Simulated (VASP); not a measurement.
# CO2 (Pbcn) in VASP: further runs

Aim: see how the results for CO2 move with the level of theory and the settings. Levels: PBE, PBE+D3(BJ). Tasks: electric field gradients.

Program: VASP 6.6.1. These are calculated values, not measurements. Logs are shortened: lines on timing, memory, paths and dates and some standing lists are left out, and cuts for length are marked.

### 1 The cell of the first run

Symmetry: Pbcn, No. 60, orthorhombic system. The conventional cell has a = 4.344 Å, b = 6.111 Å, c = 4.285 Å, α = 90.00°, β = 90.00°, γ = 90.00°. C (site symmetry 2) has 2 O at 1.16 Å within 1.6 Å. Within 1.6 Å of O (site symmetry 1) lie 1 C at 1.16 Å.

### 2 Electric field gradients, PBE

Contents of INCAR:

```
SYSTEM = CO2
ALGO     = Normal         ! electronic algorithm
EDIFF    = 1E-8           ! SCF threshold, eV
ENCUT    = 520            ! plane-wave cutoff, eV
GGA      = PE             ! functional
ISIF     = 2              ! what is computed and relaxed
ISMEAR   = 0              ! smearing method
LASPH    = .True.         ! aspherical terms in the spheres
LCHARG   = .False.        ! write CHGCAR
LEFG     = .True.       
LREAL    = Auto         
LWAVE    = .False.        ! write WAVECAR
NBANDS   = 82             ! bands
NELM     = 100            ! most SCF steps
PREC     = Accurate       ! precision mode
SIGMA    = 0.01           ! smearing width, eV
```

Contents of KPOINTS:

```
k-points
0
Gamma
  4 4 4
  0 0 0
```

Contents of POSCAR:

```
CO2
1.0
    0.0000000000      6.1110000000      4.2850000000
    4.3441000000      0.0000000000      4.2850000000
    4.3441000000      6.1110000000      0.0000000000
C O
8 16
Direct
    0.3069914276      0.9430085724      0.0569914276
    0.8069914276      0.4430085724      0.5569914276
    0.1930085724      0.5569914276      0.9430085724
    0.6930085724      0.0569914276      0.4430085724
    0.6930085724      0.0569914276      0.9430085724
    0.1930085724      0.5569914276      0.4430085724
    0.3069914276      0.9430085724      0.5569914276
    0.8069914276      0.4430085724      0.0569914276
    0.2608240223      0.1237324313      0.1082876497
    0.7608240223      0.6237324313      0.6082876497
    0.3737324313      0.5108240223      0.7571558967
    0.8737324313      0.0108240223      0.2571558967
    0.0071558967      0.6082876497      0.1237324313
    0.5071558967      0.1082876497      0.6237324313
    0.8582876497      0.2571558967      0.5108240223
    0.3582876497      0.7571558967      0.0108240223
    0.2391759777      0.3762675687      0.3917123503
    0.7391759777      0.8762675687      0.8917123503
    0.1262675687      0.9891759777      0.7428441033
    0.6262675687      0.4891759777      0.2428441033
    0.4928441033      0.8917123503      0.3762675687
    0.9928441033      0.3917123503      0.8762675687
    0.6417123503      0.2428441033      0.9891759777
    0.1417123503      0.7428441033      0.4891759777
```

Potentials or basis: VASP PAW PBE potentials, release 64 (C, O).

On the command line:

```console
$ cat potpaw_PBE.64/C/POTCAR potpaw_PBE.64/O/POTCAR > POTCAR
$ mpirun -np 1 vasp_std > vasp.out
```

OUTCAR:

```text
SYSTEM = CO2
   EDIFF = 1E-8
   ENCUT = 520
   GGA = PE
   ISIF = 2
   ISMEAR = 0
   LASPH = .True.
   LREAL = Auto
   NELM = 100
   PREC = Accurate

 ion  position               nearest neighbor table
   1  0.307  0.943  0.057-   9 1.16  16 1.16
   2  0.807  0.443  0.557-  10 1.16  15 1.16
   3  0.193  0.557  0.943-  11 1.16  13 1.16
   4  0.693  0.057  0.443-  12 1.16  14 1.16
   5  0.693  0.057  0.943-  18 1.16  23 1.16
   6  0.193  0.557  0.443-  17 1.16  24 1.16
   7  0.307  0.943  0.557-  19 1.16  21 1.16
   8  0.807  0.443  0.057-  20 1.16  22 1.16
   9  0.261  0.124  0.108-   1 1.16
  10  0.761  0.624  0.608-   2 1.16
  11  0.374  0.511  0.757-   3 1.16
  12  0.874  0.011  0.257-   4 1.16
  13  0.007  0.608  0.124-   3 1.16
  14  0.507  0.108  0.624-   4 1.16
[... 8 lines left out ...]
  23  0.642  0.243  0.989-   5 1.16
  24  0.142  0.743  0.489-   6 1.16

  LATTYP: Found a face centered orthorhombic cell.
 ALAT       =     8.5700000000
 B/A-ratio  =     1.0137922987
 C/A-ratio  =     1.4261376896

  Lattice vectors:

 A1 = (   4.3441000000,   6.1110000000,   0.0000000000)
 A2 = (   0.0000000000,   6.1110000000,   4.2850000000)
 A3 = (   4.3441000000,   0.0000000000,   4.2850000000)

Analysis of symmetry for initial positions (statically):
=====================================================================
 Subroutine PRICEL returns following result:

  LATTYP: Found a simple orthorhombic cell.
 ALAT       =     4.2850000000
 B/A-ratio  =     1.0137922987
 C/A-ratio  =     1.4261376896

  Lattice vectors:

 A1 = (   0.0000000000,   0.0000000000,  -4.2850000000)
 A2 = (  -4.3441000000,   0.0000000000,   0.0000000000)
 A3 = (   0.0000000000,   6.1110000000,   0.0000000000)

   2 primitive cells build up your supercell.

 Routine SETGRP: Setting up the symmetry group for a
 face centered orthorhombic supercell.

 Subroutine GETGRP returns: Found  8 space group operations
 (whereof  2 operations were pure point group operations)
 out of a pool of  8 trial point group operations.

[... 202 lines left out ...]
      5     -21.3405      2.00000
      6     -21.3405      2.00000
[... 1411 lines left out ...]
     75       8.1775      0.00000
     76       8.1776      0.00000
 [bands above 76 left out]

------------------------ aborting loop because EDIFF is reached ----------------------------------------

  FORCE on cell =-STRESS in cart. coord.  units (eV):
  Direction    XX          YY          ZZ          XY          YZ          ZX
  --------------------------------------------------------------------------------------
  -------------------------------------------------------------------------------------
  Total       31.1058476     25.0454371     40.6114991      0.0000000      0.0000000     -0.0000000
  in kB      219.0582948    176.3787571    286.0004281      0.0000000      0.0000000     -0.0000000
  external PRESSURE =     227.1458267 kB  Pullay stress =       0.0000000 kB

 VOLUME and BASIS-vectors are now :
 -----------------------------------------------------------------------------
  energy-cutoff  :      520.00
  volume of cell :      227.51
      direct lattice vectors                 reciprocal lattice vectors
     0.000000000  6.111000000  4.285000000    -0.115098640  0.081819669  0.116686114
     4.344100000  0.000000000  4.285000000     0.115098640 -0.081819669  0.116686114
     4.344100000  6.111000000  0.000000000     0.115098640  0.081819669 -0.116686114

 POSITION                                       TOTAL-FORCE (eV/Angst)
 -----------------------------------------------------------------------------------
      4.34410      2.22430      5.35625        -0.000000     -0.044626     -0.000000
      4.34410      8.33530      5.35625        -0.000000     -0.044626     -0.000000
      6.51615      6.94220      3.21375        -0.000000      0.044626     -0.000000
      2.17205      6.94220      3.21375        -0.000000      0.044626     -0.000000
      4.34410      9.99770      3.21375        -0.000000      0.044626     -0.000000
      4.34410      3.88670      3.21375        -0.000000      0.044626     -0.000000
[... 16 lines left out ...]
      5.35202      9.96636      3.79032         0.591615      0.000301      0.347370
      5.35202      3.85536      3.79032         0.591615      0.000301      0.347370
 -----------------------------------------------------------------------------------
    total drift:                                0.000000      0.000000     -0.000000

  FREE ENERGIE OF THE ION-ELECTRON SYSTEM (eV)
  ---------------------------------------------------
  free  energy   TOTEN  =      -177.3621736889 eV

  energy  without entropy=     -177.3621736889  energy(sigma->0) =     -177.36217369

 Electric field gradients (V/A^2)
---------------------------------------------------------------------
 ion       V_xx      V_yy      V_zz      V_xy      V_xz      V_yz
---------------------------------------------------------------------
   1     -32.240    26.205     6.035     0.000   -32.675     0.002
   2     -32.240    26.205     6.035     0.000   -32.675     0.002
   3     -32.239    26.204     6.035     0.000    32.673     0.000
   4     -32.239    26.204     6.035     0.000    32.673     0.000
   5     -32.240    26.205     6.035     0.000   -32.675     0.002
   6     -32.240    26.205     6.035     0.000   -32.675     0.002
[... 16 lines left out ...]
  23      42.337   -28.726   -13.611    -5.588    45.177    -3.115
  24      42.337   -28.726   -13.611    -5.588    45.177    -3.115
---------------------------------------------------------------------

 Electric field gradients after diagonalization (V/A^2)
 (convention: |V_zz| > |V_xx| > |V_yy|)
----------------------------------------------------------------------
 ion       V_xx      V_yy      V_zz     asymmetry (V_yy - V_xx)/ V_zz
----------------------------------------------------------------------
   1      26.205    24.764   -50.969       0.028
   2      26.205    24.764   -50.969       0.028
   3      26.204    24.763   -50.967       0.028
   4      26.204    24.763   -50.967       0.028
   5      26.205    24.764   -50.969       0.028
   6      26.205    24.764   -50.969       0.028
[... 16 lines left out ...]
  23     -38.774   -29.149    67.923       0.142
  24     -38.774   -29.149    67.923       0.142
----------------------------------------------------------------------

           NMR quadrupolar parameters

 Cq : quadrupolar parameter    Cq=e*Q*V_zz/h
 eta: asymmetry parameters     (V_yy - V_xx)/ V_zz
 Q  : nuclear electric quadrupole moment in mb (millibarn)
----------------------------------------------------------------------
 ion       Cq(MHz)       eta       Q (mb)
----------------------------------------------------------------------
   1      -0.123       0.028       1.000
   2      -0.123       0.028       1.000
   3      -0.123       0.028       1.000
   4      -0.123       0.028       1.000
   5      -0.123       0.028       1.000
   6      -0.123       0.028       1.000
[... 16 lines left out ...]
  23       0.164       0.142       1.000
  24       0.164       0.142       1.000
----------------------------------------------------------------------
```

OSZICAR:

```text
N       E                     dE             d eps       ncg     rms          rms(c)
DAV:   1     0.781479791935E+03    0.78148E+03   -0.73793E+04  2976   0.151E+03
DAV:   2    -0.135785114278E+03   -0.91726E+03   -0.88074E+03  3630   0.354E+02
DAV:   3    -0.189282244244E+03   -0.53497E+02   -0.52950E+02  3312   0.866E+01
DAV:   4    -0.190248324439E+03   -0.96608E+00   -0.96007E+00  3768   0.119E+01
DAV:   5    -0.190267886471E+03   -0.19562E-01   -0.19536E-01  3404   0.165E+00    0.277E+01
DAV:   6    -0.178403609406E+03    0.11864E+02   -0.38586E+01  3280   0.243E+01    0.123E+01
DAV:   7    -0.177587624825E+03    0.81598E+00   -0.17975E+00  3368   0.556E+00    0.694E+00
DAV:   8    -0.177386114413E+03    0.20151E+00   -0.13024E+00  3126   0.433E+00    0.152E+00
DAV:   9    -0.177360328700E+03    0.25786E-01   -0.12163E-01  3382   0.143E+00    0.606E-01
DAV:  10    -0.177361714417E+03   -0.13857E-02   -0.15913E-02  3438   0.450E-01    0.112E-01
DAV:  11    -0.177362150353E+03   -0.43594E-03   -0.94552E-04  3290   0.119E-01    0.437E-02
DAV:  12    -0.177362172154E+03   -0.21801E-04   -0.16581E-04  3462   0.476E-02    0.713E-03
DAV:  13    -0.177362173764E+03   -0.16102E-05   -0.42598E-06  3628   0.893E-03    0.203E-03
DAV:  14    -0.177362173615E+03    0.14918E-06   -0.82865E-07  3374   0.365E-03    0.119E-03
DAV:  15    -0.177362173671E+03   -0.56642E-07   -0.57112E-08  3234   0.106E-03    0.304E-04
DAV:  16    -0.177362173704E+03   -0.33082E-07   -0.10942E-08  2016   0.443E-04    0.550E-05
DAV:  17    -0.177362173694E+03    0.10608E-07   -0.15979E-09  1810   0.172E-04    0.536E-05
DAV:  18    -0.177362173689E+03    0.47585E-08   -0.17229E-10  1740   0.638E-05
   1 F= -.17736217E+03 E0= -.17736217E+03  d E =-.557591E-34
```

stdout:

```text
POSCAR found type information on POSCAR C O
 POSCAR found :  2 types and      24 ions
 scaLAPACK will be used
 LDA part: xc-table for (Slater+PW92), standard interpolation
 POSCAR, INCAR and KPOINTS ok, starting setup
 FFT: planning ... GRIDC
 FFT: planning ... GRID_SOFT
 FFT: planning ... GRID
 WAVECAR not read
 entering main loop
ion   1

ion   2

ion   3

ion   4

ion   5

ion   6

ion   7

ion   8

ion   9
     0.0000293    -1.4129446    -0.6784212     1.9608728    -4.1382994    -2.4734906
     0.0000403    -1.4129445    -0.6784212     1.9608728    -4.1382993    -2.4734906
     0.0000555    -1.4129445    -0.6784212     1.9608727    -4.1382992    -2.4734905
     0.0000765    -1.4129445    -0.6784212     1.9608727    -4.1382989    -2.4734903
[... 100 lines left out ...]
     0.0000293    -4.7452383    -2.4723270     8.5379439   -28.0021919   -20.8381566
     0.0000403    -4.7452375    -2.4723265     8.5379422   -28.0021858   -20.8381519
     0.0000555    -4.7452360    -2.4723257     8.5379394   -28.0021754   -20.8381439
     0.0000765    -4.7452336    -2.4723244     8.5379346   -28.0021580   -20.8381305

ion  19
     0.0000293    -1.4129446     0.6784212     1.9608728     4.1382994    -2.4734906
     0.0000403    -1.4129445     0.6784212     1.9608728     4.1382993    -2.4734906
     0.0000555    -1.4129445     0.6784212     1.9608727     4.1382992    -2.4734905
     0.0000765    -1.4129445     0.6784212     1.9608727     4.1382989    -2.4734903

     0.0000293    -4.7452383     2.4723270     8.5379439    28.0021919   -20.8381566
     0.0000403    -4.7452375     2.4723265     8.5379422    28.0021858   -20.8381519
     0.0000555    -4.7452360     2.4723257     8.5379394    28.0021754   -20.8381439
     0.0000765    -4.7452336     2.4723244     8.5379346    28.0021580   -20.8381305

io
```

Wall time 7.2 min (1 thread of Intel Xeon Platinum 8559C (Emerald Rapids), shared host); peak memory 0.48 GiB.

What came out:

| Quantity | Value |
| --- | --- |
| Free energy | -177.3622 eV |
| Pressure | 22.7 GPa |
| Largest force | 0.686 eV/Å |
| Band gap on the k mesh | 6.97 eV |

Forces in eV/Å, atoms in the order of the input:
```
C    0.000 -0.045  0.000
C    0.000 -0.045  0.000
C    0.000  0.045  0.000
C    0.000  0.045  0.000
C    0.000  0.045  0.000
C    0.000  0.045  0.000
C    0.000 -0.045  0.000
C    0.000 -0.045  0.000
O    0.592  0.000  0.347
O    0.592  0.000  0.347
O   -0.592  0.000  0.347
O   -0.592  0.000  0.347
O    0.592  0.000 -0.347
O    0.592  0.000 -0.347
O   -0.592  0.000 -0.347
O   -0.592  0.000 -0.347
O   -0.592  0.000 -0.347
O   -0.592  0.000 -0.347
O    0.592  0.000 -0.347
O    0.592  0.000 -0.347
O   -0.592  0.000  0.347
O   -0.592  0.000  0.347
O    0.592  0.000  0.347
O    0.592  0.000  0.347
```

Stress tensor (GPa, compression positive):
```
21.91  0.00  0.00
 0.00 17.64  0.00
 0.00  0.00 28.60
```

Electric field gradients, principal values (V/Å²):
```csv
atom,least,middle,greatest (by size)
1 C,24.764,26.205,-50.969
2 C,24.764,26.205,-50.969
3 C,24.763,26.204,-50.967
4 C,24.763,26.204,-50.967
5 C,24.764,26.205,-50.969
6 C,24.764,26.205,-50.969
7 C,24.763,26.204,-50.967
8 C,24.763,26.204,-50.967
9 O,-29.150,-38.775,67.925
10 O,-29.150,-38.775,67.925
11 O,-29.150,-38.773,67.923
12 O,-29.150,-38.773,67.923
13 O,-29.150,-38.774,67.924
14 O,-29.150,-38.774,67.924
15 O,-29.149,-38.774,67.923
16 O,-29.149,-38.774,67.923
17 O,-29.150,-38.775,67.925
18 O,-29.150,-38.775,67.925
19 O,-29.150,-38.773,67.923
20 O,-29.150,-38.773,67.923
21 O,-29.150,-38.774,67.924
22 O,-29.150,-38.774,67.924
23 O,-29.149,-38.774,67.923
24 O,-29.149,-38.774,67.923
```

Caveat: without QUAD_EFG the Cq values of the log hold for a quadrupole moment of 1 mb, not for the nuclei. A k mesh can miss the band edges.

(Continued in part 2 of 2.)
